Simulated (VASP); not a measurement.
Wanted: the native input for a VASP 6.6.1 run.

```
Task                   : single point
Functional             : r2SCAN
Potentials or basis    : VASP PAW PBE potentials, release 64 (Ta_pv, As)
Cutoff                 : 520 eV
k mesh                 : 8 × 8 × 8
Occupations            : fermi-dirac, width 0.02 eV
Spin                   : no spin polarisation
Dipole correction      : no
Further INCAR settings : ALGO = Normal; EDIFF = 1e-06; NBANDS = 24
```

TaAs:

```
Ta As
1.0
    -1.72025    1.72025    5.86296
     1.72025   -1.72025    5.86296
     1.72025    1.72025   -5.86296
Ta As
2 2
Direct
  0.50001 0.00001 0.50000
  0.75001 0.75001 0.00000
  0.08259 0.58259 0.50000
  0.33259 0.33259 0.00000
```

The input as run:

POSCAR

```
TaAs
1.0
   -1.7202506308      1.7202506308      5.8629647290
    1.7202506308     -1.7202506308      5.8629647290
    1.7202506308      1.7202506308     -5.8629647290
Ta As
2 2
Direct
    0.5000125150      1.0000125150      0.5000000000
    0.7500125150      0.7500125150      0.0000000000
    0.0825869050      0.5825869050      0.5000000000
    0.3325869050      0.3325869050      0.0000000000
```

INCAR.step1

```
PREC = Accurate ; ENCUT = 520
ISMEAR = -1 ; SIGMA = 0.02
LREAL = F ; LASPH = T
NELM = 60 ; NBANDS = 24
GGA = PE ; ALGO = Normal
EDIFF = 1E-4 ; LWAVE = T
LCHARG = F
```

INCAR.step2

```
PREC = Accurate ; ENCUT = 520
EDIFF = 1E-6 ; ISMEAR = -1
SIGMA = 0.02 ; LREAL = F
LASPH = T ; NELM = 60
ALGO = Normal ; ISIF = 2
LWAVE = F ; LCHARG = T
METAGGA = R2SCAN ; LMIXTAU = T
LELF = T ; LVHAR = T
NBANDS = 24 ; ISTART = 1
```

KPOINTS

```
regular mesh
0
Gamma
  8 8 8
```

Potentials or basis: VASP PAW PBE potentials, release 64 (Ta_pv, As).

Run with:

```sh
$ cat potpaw_PBE.64/Ta_pv/POTCAR potpaw_PBE.64/As/POTCAR > POTCAR
$ cp INCAR.step1 INCAR
$ mpirun -np 1 vasp_std > vasp.out
$ cp INCAR.step2 INCAR
$ mpirun -np 1 vasp_std > vasp.out
```

Results of the run:

- Pressure: 0.5 GPa
- Largest force: 0.007 eV/Å
- Band gap on the k mesh: zero (bands 16 and 17 overlap by 0.05 eV)

Caveat: the PAW data sets were made with another functional, which shifts forces and pressure a little; spin-orbit coupling is left out, which moves the levels of the heavy elements.

It took 6.6 min on 1 thread of Intel(R) Xeon(R) 6975P-C (Granite Rapids) (shared host), peak memory 0.4 GiB.
